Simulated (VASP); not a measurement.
# ZrB2 (P6/mmm) in VASP: a series of runs

The runs below take ZrB2 through single point, with revPBE+D3(BJ), r2SCAN+rVV10.

All numbers are computed with VASP 6.6.1; they aren't measurements. Logs are shortened: lines on timing, memory, paths and dates and some standing lists are left out, and cuts for length are marked.

## (1) The cell of the first run

It takes space group P6/mmm (No. 191, hexagonal). Conventional cell: a = 3.170 Å, b = 3.170 Å, c = 3.533 Å, α = 90.00°, β = 90.00°, γ = 120.00°. Within 3.6 Å of Zr (site symmetry 6/mmm) lie 12 B at 2.54 Å and 8 Zr at 3.17 to 3.53 Å. B (site symmetry -6m2) has 3 B at 1.83 Å within 2.4 Å.

## (2) Single point, revPBE+D3(BJ)

INCAR

```
PREC = Accurate
ENCUT = 520
EDIFF = 1E-7
ISMEAR = -1
SIGMA = 0.05
LREAL = False
LASPH = True
NELM = 100
ALGO = Normal
ISIF = 2
LWAVE = False
LCHARG = True
GGA = RE
IVDW = 12
LELF = True
LVHAR = True
NBANDS = 16
```

KPOINTS

```
regular mesh
0
Gamma
  10 10 8
```

POSCAR

```
ZrB2
1.0
    3.1700000000      0.0000000000      0.0000000000
   -1.5850000000      2.7453005300      0.0000000000
    0.0000000000      0.0000000000      3.5330000000
Zr B
1 2
Direct
    0.0000000000      0.0000000000      0.0000000000
    0.6666666667      0.3333333333      0.5000000000
    0.3333333333      0.6666666667      0.5000000000
```

Potentials or basis: VASP PAW PBE potentials, release 64 (Zr_sv, B).

On the command line:

```bash
$ cat potpaw_PBE.64/Zr_sv/POTCAR potpaw_PBE.64/B/POTCAR > POTCAR
$ mpirun -np 1 vasp_std > vasp.out
```

OUTCAR:

```text
PREC = Accurate
   ENCUT = 520
   EDIFF = 1E-7
   ISMEAR = -1
   LREAL = False
   LASPH = True
   NELM = 100
   ISIF = 2
   GGA = RE
   IVDW = 12
 IVDW          = 12

 ion  position               nearest neighbor table
   1  0.000  0.000  0.000-   2 2.54   3 2.54   2 2.54   3 2.54   2 2.54   2 2.54   3 2.54   3 2.54
                             2 2.54   2 2.54   3 2.54   3 2.54
   2  0.667  0.333  0.500-   3 1.83   3 1.83   3 1.83   1 2.54   1 2.54   1 2.54   1 2.54   1 2.54
                             1 2.54
   3  0.333  0.667  0.500-   2 1.83   2 1.83   2 1.83   1 2.54   1 2.54   1 2.54   1 2.54   1 2.54
                             1 2.54

  LATTYP: Found a hexagonal cell.
 ALAT       =     3.1700000000
 C/A-ratio  =     1.1145110410

  Lattice vectors:

 A1 = (   3.1700000000,   0.0000000000,   0.0000000000)
 A2 = (  -1.5850000000,   2.7453005300,   0.0000000000)
 A3 = (   0.0000000000,   0.0000000000,   3.5330000000)

Analysis of symmetry for initial positions (statically):
=====================================================================
 Subroutine PRICEL returns:
 Original cell was already a primitive cell.

 Routine SETGRP: Setting up the symmetry group for a
 hexagonal supercell.

 Subroutine GETGRP returns: Found 24 space group operations
 (whereof 24 operations were pure point group operations)
 out of a pool of 24 trial point group operations.

The static configuration has the point symmetry D_6h.

Analysis of symmetry for dynamics (positions and initial velocities):
=====================================================================
 Subroutine PRICEL returns:
 Original cell was already a primitive cell.

 Routine SETGRP: Setting up the symmetry group for a
 hexagonal supercell.

 Subroutine GETGRP returns: Found 24 space group operations
 (whereof 24 operations were pure point group operations)
 out of a pool of 24 trial point group operations.

The dynamic configuration has the point symmetry D_6h.

 Subroutine INISYM returns: Found 24 space group operations
 (whereof 24 operations are pure point group operations),
 and found     1 'primitive' translations

----------------------------------------------------------------------------------------

                                     Primitive cell

  volume of cell :      30.7463

  direct lattice vectors                    reciprocal lattice vectors
     3.170000000  0.000000000  0.000000000     0.315457413  0.182129422  0.000000000
    -1.585000000  2.745300530  0.000000000     0.000000000  0.364258845  0.000000000
     0.000000000  0.000000000  3.533000000     0.000000000  0.000000000  0.283045570

  length of vectors
     3.170000000  3.170000000  3.533000000     0.364258845  0.364258845  0.283045570

  position of ions in fractional coordinates (direct lattice)
     0.000000000  0.000000000  0.000000000
     0.666666667  0.333333333  0.500000000
     0.333333333  0.666666667  0.500000000

  ion indices of the primitive-cell ions
   primitive index   ion index
                 1           1
                 2           2
                 3           3

----------------------------------------------------------------------------------------

 KPOINTS: regular mesh

Automatic generation of k-mesh.
 Grid dimensions read from file:
 generate k-points for:   10   10    8

 Generating k-lattice:

  Cartesian coordinates                     Fractional coordinates (reciprocal lattice)
     0.031545741  0.018212942  0.000000000     0.100000000  0.000000000  0.000000000
     0.000000000  0.036425884  0.000000000     0.000000000  0.100000000  0.000000000
     0.000000000  0.000000000  0.035380696     0.000000000  0.000000000  0.125000000

  Length of vectors
     0.036425884  0.036425884  0.035380696

  Shift w.r.t. Gamma in fractional coordinates (k-lattice)
     0.000000000  0.000000000  0.000000000

 Subroutine IBZKPT returns following result:
 ===========================================

 Found     70 irreducible k-points:

 Following reciprocal coordinates:
            Coordinates               Weight
  0.000000  0.000000  0.000000      1.000000
  0.100000 -0.000000  0.000000      6.000000
  0.200000 -0.000000  0.000000      6.000000
  0.300000  0.000000  0.000000      6.000000
  0.400000  0.000000  0.000000      6.000000
  0.500000  0.000000  0.000000      3.000000
[... 16 lines left out ...]
  0.300000  0.100000  0.125000     24.000000
  0.400000  0.100000  0.125000     24.000000
 [... further k-points ...]
   k-points           NKPTS =     70   k-points in BZ     NKDIM =     70   number of bands    NBANDS=     16
   number of dos      NEDOS =    301   number of ions     NIONS =      3
   total plane-waves  NPLWV =  16128
   dimension x,y,z NGX =    24 NGY =   24 NGZ =   28
   dimension x,y,z NGXF=    48 NGYF=   48 NGZF=   56
   ions per type =               1   2
   NGX,Y,Z   is equivalent  to a cutoff of  12.59, 12.59, 13.18 a.u.
   NGXF,Y,Z  is equivalent  to a cutoff of  25.17, 25.17, 26.35 a.u.
 SYSTEM =  unknown system
   PREC   = accura    normal or accurate (medium, high low for compatibility)
   ISTART =      0    job   : 0-new  1-cont  2-samecut
   ICHARG =      2    charge: 1-file 2-atom 10-const
   ISPIN  =      1    spin polarized calculation?
   LNONCOLLINEAR =      F non collinear calculations
   LSORBIT =      F    spin-orbit coupling
   LASPH  =      T    aspherical Exc in radial PAW
   ENCUT  =  520.0 eV  38.22 Ry    6.18 a.u.   5.89  5.89  6.57*2*pi/ulx,y,z
   NELM   =    100;   NELMIN=  2; NELMDL= -5     # of ELM steps
   EDIFF  = 0.1E-06   stopping-criterion for ELM
   LREAL  =      F    real-space projection
   EDIFFG = 0.1E-05   stopping-criterion for IOM
   NSW    =      0    number of steps for IOM
   IBRION =     -1    ionic relax: 0-MD 1-quasi-New 2-CG
   NFREE  =      0    steps in history (QN), initial steepest desc. (CG)
   ISIF   =      2    stress and relaxation
   ISYM   =      2    0-nonsym 1-usesym 2-fastsym
   POTIM  = 0.5000    time-step for ionic-motion
   TEBEG  =    0.0;   TEEND  =   0.0 temperature during run
   PSTRESS=    0.0 pullay stress
   NELECT =      18.0000    total number of electrons
   NUPDOWN=      -1.0000    fix difference up-down
   EMIN   =  10.00;   EMAX   =-10.00  energy-range for DOS
   EFERMI =   0.00;   METHOD = LEGACY
   ISMEAR =    -1;   SIGMA  =   0.05  broadening in eV -4-tet -1-fermi 0-gaus
   EFERMI_NEDOS =   21; number of points for ismear=-14 and -15
   IALGO  =     38    algorithm
   IMIX   =      4    mixing-type and parameters
     AMIX     =   0.40;   BMIX     =  1.00
     AMIX_MAG =   1.60;   BMIX_MAG =  1.00
  volume/ion in A,a.u.               =      10.25        69.16
  Fermi-wavevector in a.u.,A,eV,Ry     =   1.369519  2.588016 25.518847  1.875582
  Thomas-Fermi vector in A             =   2.495387
   LORBIT       =      0    0 simple, 1 ext, 2 COOP (PROOUT), +10 PAW based schemes
   GGA     = RE    functional components
   LHFCALC =     F    Hartree Fock is set to
   AEXX    =    0.0000 exact exchange contribution
   IVDW    =    12    specifies the selected vdW correction
   LEPSILON=     F    determine dielectric tensor
   LRPA    =     F    only Hartree local field effects (RPA)
 non-spin polarized calculation
  energy-cutoff  :      520.00
  volume of cell :       30.75
 maximum number of plane-waves:       844
 NGX is ok and might be reduce to    24
   NGX = 11   NGY = 11   NGZ = 13

 number of electron      18.0000000 magnetization

 Free energy of the ion-electron system (eV)
  ---------------------------------------------------
  ext. energy  EPLUGINS =         0.00000000
  ---------------------------------------------------
  free energy    TOTEN  =       -24.11245959 eV

  energy without entropy =      -24.10961000  energy(sigma->0) =      -24.11103479

 E-fermi :  10.5111     XC(G=0): -12.4130

 val. band max:       10.4758201816   @ k =   0.2000   0.2000   0.1250
 cond. band min:      10.6697943605   @ k =   0.1000  -0.0000   0.5000
 fundamental gap:      0.1939741790
 Fermi energy:        10.5111208197

 k-point     1 :       0.0000    0.0000    0.0000
  band No.  band energies     occupation
      1     -38.0571      2.00000
      2     -16.2371      2.00000
      3     -15.6926      2.00000
      4     -15.6926      2.00000
      5      -2.1746      2.00000
      6       7.9692      2.00000
[... 8 lines left out ...]
     15      15.7466      0.00000
     16      15.7466      0.00000

 k-point     2 :       0.1000   -0.0000    0.0000
  band No.  band energies     occupation
      1     -38.0461      2.00000
      2     -16.2208      2.00000
      3     -15.7883      2.00000
      4     -15.7133      2.00000
      5      -1.9749      2.00000
      6       7.3933      2.00000
[... 8 lines left out ...]
     15      16.4118      0.00000
     16      16.9405      0.00000

 k-point     3 :       0.2000   -0.0000    0.0000
  band No.  band energies     occupation
      1     -38.0173      2.00000
      2     -16.1777      2.00000
      3     -16.0318      2.00000
      4     -15.7672      2.00000
      5      -1.4074      2.00000
      6       6.1240      2.00000
[... 8 lines left out ...]
     15      17.3920      0.00000
     16      18.1979      0.00000

 k-point     4 :       0.3000    0.0000    0.0000
  band No.  band energies     occupation
      1     -37.9814      2.00000
      2     -16.3197      2.00000
      3     -16.1240      2.00000
      4     -15.8329      2.00000
      5      -0.5426      2.00000
      6       4.6739      2.00000
[... 8 lines left out ...]
     15      18.3791      0.00000
     16      20.4962      0.00000
[... 324 lines left out ...]
 k-point    22 :       0.2000    0.1000    0.1250
  band No.  band energies     occupation
      1     -37.9912      2.00000
      2     -16.2044      2.00000
      3     -16.1792      2.00000
      4     -15.8302      2.00000
      5      -0.7251      2.00000
      6       5.3454      2.00000
[... 8 lines left out ...]
     15      17.8445      0.00000
     16      19.1821      0.00000

 k-point    23 :       0.3000    0.1000    0.1250
  band No.  band energies     occupation
      1     -37.9586      2.00000
      2     -16.4287      2.00000
      3     -16.1394      2.00000
      4     -15.9064      2.00000
      5       0.1921      2.00000
      6       3.9296      2.00000
[... 8 lines left out ...]
     15      18.1122      0.00000
     16      20.9980      0.00000

 k-point    24 :       0.4000    0.1000    0.1250
  band No.  band energies     occupation
      1     -37.9384      2.00000
      2     -16.5704      2.00000
      3     -16.1072      2.00000
      4     -15.9530      2.00000
      5       1.2980      2.00000
      6       2.5623      2.00000
[... 8 lines left out ...]
     15      18.8707      0.00000
     16      20.6970      0.00000

 [... further k-points ...]

------------------------ aborting loop because EDIFF is reached ----------------------------------------

 Edisp (eV)   -2.21484

 E8    (eV) :    -1.5487

  FORCE on cell =-STRESS in cart. coord.  units (eV):
  Direction    XX          YY          ZZ          XY          YZ          ZX
  --------------------------------------------------------------------------------------
  -------------------------------------------------------------------------------------
  Total      -1.69708    -1.69708    -1.36083     0.00000    -0.00000     0.00000
  in kB     -88.43416   -88.43416   -70.91239     0.00000    -0.00000     0.00000
  external pressure =      -82.59 kB  Pullay stress =        0.00 kB

 VOLUME and BASIS-vectors are now :
 -----------------------------------------------------------------------------
  energy-cutoff  :      520.00
  volume of cell :       30.75
      direct lattice vectors                 reciprocal lattice vectors
     3.170000000  0.000000000  0.000000000     0.315457413  0.182129422  0.000000000
    -1.585000000  2.745300530  0.000000000     0.000000000  0.364258845  0.000000000
     0.000000000  0.000000000  3.533000000     0.000000000  0.000000000  0.283045570

 POSITION                                       TOTAL-FORCE (eV/Angst)
 -----------------------------------------------------------------------------------
      0.00000      0.00000      0.00000        -0.000000      0.000000      0.000000
      1.58500      0.91510      1.76650         0.000000      0.000000      0.000000
     -0.00000      1.83020      1.76650        -0.000000     -0.000000      0.000000
 -----------------------------------------------------------------------------------
    total drift:                               -0.000000      0.000000      0.000000

  FREE ENERGIE OF THE ION-ELECTRON SYSTEM (eV)
  ---------------------------------------------------
  free  energy   TOTEN  =       -26.3272976398 eV

  energy  without entropy=      -26.3244480490  energy(sigma->0) =      -26.32587284
```

It took 43 s on 1 thread of Intel Xeon 8259CL, shared host; peak memory 0.17 GiB.

Results:

```
Free energy                : -26.3273 eV
Pressure                   : -8.3 GPa
Band gap on the k mesh     : zero (bands 9 and 10 overlap by 0.80 eV)
Dispersion energy per atom : -0.738 eV
```

Levels at points of the mesh, in eV from the Fermi level:
| k point | band 5 | band 6 | band 7 | band 8 | band 9 | band 10 | band 11 | band 12 | band 13 | band 14 |
| --- | --- | --- | --- | --- | --- | --- | --- | --- | --- | --- |
| (0.00, 0.00, 0.00) | -12.69 | -2.54 | -2.54 | -2.50 | -2.27 | 3.48 | 3.48 | 4.27 | 4.27 | 4.91 |
| (0.50, 0.00, 0.00) | -8.90 | -8.47 | -3.81 | -2.97 | -2.60 | 2.32 | 2.39 | 5.00 | 5.08 | 6.59 |
| (0.00, 0.00, 0.50) | -10.67 | -6.88 | -0.87 | -0.87 | 0.41 | 0.41 | 0.86 | 0.86 | 1.93 | 5.14 |
| (0.50, 0.00, 0.50) | -9.88 | -6.94 | -4.52 | -4.05 | -1.93 | 3.83 | 4.14 | 5.37 | 6.31 | 6.57 |

Caveat: the cell stands under tension; the PAW data sets were made with another functional, which shifts forces and pressure a little.

## (3) Single point, revPBE+D3(BJ)

This run uses another cell than the first one, of 10.45 Å³/atom.

INCAR

```
ALGO = Normal ; EDIFF = 1E-6
ENCUT = 520 ; GGA = RE
ISIF = 2 ; ISMEAR = -1
IVDW = 12 ; LASPH = T
LCHARG = F ; LREAL = F
LWAVE = F ; NBANDS = 16
NELM = 60 ; PREC = Accurate
SIGMA = 0.05
```

KPOINTS

```
k-points
0
Gamma
  10 10 8
```

POSCAR

```
ZrB2
1.0
    3.1909939893      0.0000000000      0.0000000000
   -1.5954969947      2.7634818581      0.0000000000
    0.0000000000      0.0000000000      3.5563980329
Zr B
1 2
Direct
    0.0000000000      0.0000000000      0.0000000000
    0.6666666667      0.3333333333      0.5000000000
    0.3333333333      0.6666666667      0.5000000000
```

Potentials or basis: VASP PAW PBE potentials, release 64 (Zr_sv, B).

On the command line:

```bash
$ cat potpaw_PBE.64/Zr_sv/POTCAR potpaw_PBE.64/B/POTCAR > POTCAR
$ mpirun -np 1 vasp_std > vasp.out
```

It took 43 s on 1 thread of Intel Xeon 8259CL, shared host; peak memory 0.18 GiB.

It converged, with:

```yaml
Free_energy: -26.2879 eV
Pressure: -12.5 GPa
Band_gap_on_the_k_mesh: zero (bands 9 and 10 overlap by 0.78 eV)
Dispersion_energy_per_atom: -0.723 eV
```

Stress tensor (GPa, compression positive):
```
-13.19   0.00   0.00
  0.00 -13.19   0.00
  0.00   0.00 -11.04
```

Levels at points of the mesh, in eV from the Fermi level:
```
           k point  band 7  band 8  band 9  band 10  band 11  band 12
(0.00, 0.00, 0.00)   -2.51   -2.46   -2.28     3.39     3.39     4.17
(0.50, 0.00, 0.00)   -3.75   -2.95   -2.55     2.28     2.33     4.87
(0.00, 0.00, 0.50)   -0.87   -0.87    0.40     0.40     0.84     0.84
(0.50, 0.00, 0.50)   -4.46   -3.99   -1.98     3.73     4.03     5.23
```

Caveat: the cell stands under tension; the PAW data sets were made with another functional, which shifts forces and pressure a little.

[end of part 1 of 2]
